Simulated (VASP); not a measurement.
A run of VASP 6.6.1 is set up as follows.

The input INCAR:

```
SYSTEM = Ti3H2
ALGO = Normal
EDIFF = 1E-7
EDIFFG = -0.08
ENCUT = 600
GGA = PE
IBRION = 2
ISIF = 3
ISMEAR = 0
LASPH = .True.
LCHARG = .False.
LREAL = .False.
LWAVE = .False.
NELM = 60
NSW = 36
PREC = Accurate
SIGMA = 0.2
```

File KPOINTS:

```
k-points
0
Gamma
  6 6 6
  0 0 0
```

File POSCAR:

```
Ti3H2
1.0
    1.4850000000      0.8573651500      7.2666666700
   -1.4850000000      0.8573651500      7.2666666700
    0.0000000000     -1.7147303000      7.2666666700
Ti H
3 2
Direct
    0.7778000000      0.7778000000      0.7778000000
    0.2222000000      0.2222000000      0.2222000000
    0.0000000000      0.0000000000      0.0000000000
    0.3889000000      0.3889000000      0.3889000000
    0.6111000000      0.6111000000      0.6111000000
```

Potentials or basis: VASP PAW PBE potentials, release 64 (Ti_sv, H).

Command:

```console
$ cat potpaw_PBE.64/Ti_sv/POTCAR potpaw_PBE.64/H/POTCAR > POTCAR
$ mpirun -np 1 vasp_std > vasp.out
```

Question: Estimate the band gap on the k mesh.

Answer: Zero (bands 19 and 20 overlap by 0.68 eV).

Question: Predict the space group after relaxing (to 0.1 Å).

Answer: R-3m (No. 166).

Question: What does it give for the relaxed cell?

Answer: a = 7.412 Å, b = 7.412 Å, c = 7.412 Å, α = 22.99°, β = 22.99°, γ = 22.99°.

Question: What does it give for the relaxed volume?

Answer: 10.90 Å³/atom.

Final structure:
```
Ti H
1.0
     1.47699    0.85274    7.21265
    -1.47699    0.85274    7.21265
     0.00000   -1.70548    7.21265
Ti H
3 2
Direct
  0.77986 0.77986 0.77986
  0.22014 0.22014 0.22014
  0.00000 0.00000 0.00000
  0.38849 0.38849 0.38849
  0.61151 0.61151 0.61151
```

Caveat: the k points lie up to 0.41 Å⁻¹ apart in the final cell, too coarse for converged energies and pressures of a metal.
